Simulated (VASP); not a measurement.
## ZrTi2C3: single point with PBE

ZrTi2C3:

```
Zr Ti C
1.0
     3.16471    0.00000    0.00000
    -1.58235    2.74072    0.00000
     0.00000    0.00000    7.71047
Zr Ti C
1 2 3
Cartesian
  0.0000 0.0000 3.8552
  0.0000 1.8271 1.2286
  1.5824 0.9136 6.4819
  0.0000 1.8271 5.2547
  1.5824 0.9136 2.4558
  0.0000 0.0000 0.0000
```

| Item | Value |
| --- | --- |
| Program | VASP 6.6.1 |
| Task | single point |
| Functional | PBE |
| Potentials or basis | VASP PAW PBE potentials, release 64 (Zr_sv, Ti_sv, C) |
| Cutoff | 520 eV |
| k mesh | 12 × 12 × 6 |
| Occupations | gaussian, width 0.1 eV |
| Spin | no spin polarisation |

```
Pressure               : 0.2 GPa
Band gap on the k mesh : zero (bands 24 and 25 overlap by 1.15 eV)
```

Forces on the atoms (eV/Å):
```
Zr   0.000  0.000  0.000
Ti   0.000  0.000 -0.003
Ti   0.000  0.000  0.003
C    0.000  0.000  0.003
C    0.000  0.000 -0.003
C    0.000  0.000  0.000
```

Levels at points of the mesh, in eV from the Fermi level:
```tsv
k point	band 22	band 23	band 24	band 25	band 26	band 27
(0.00, 0.00, 0.00)	0.71	0.71	0.79	1.34	1.34	1.42
(0.50, 0.00, 0.00)	-2.26	-1.68	-0.10	0.01	2.13	2.45
(0.00, 0.00, 0.50)	-0.97	-0.73	-0.73	1.07	1.07	1.66
(0.50, 0.00, 0.50)	-2.12	-1.25	-1.07	0.64	0.83	2.66
```

Run time: 6.5 min on 1 thread of Intel Xeon 8259CL (shared host), peak memory 0.33 GiB.
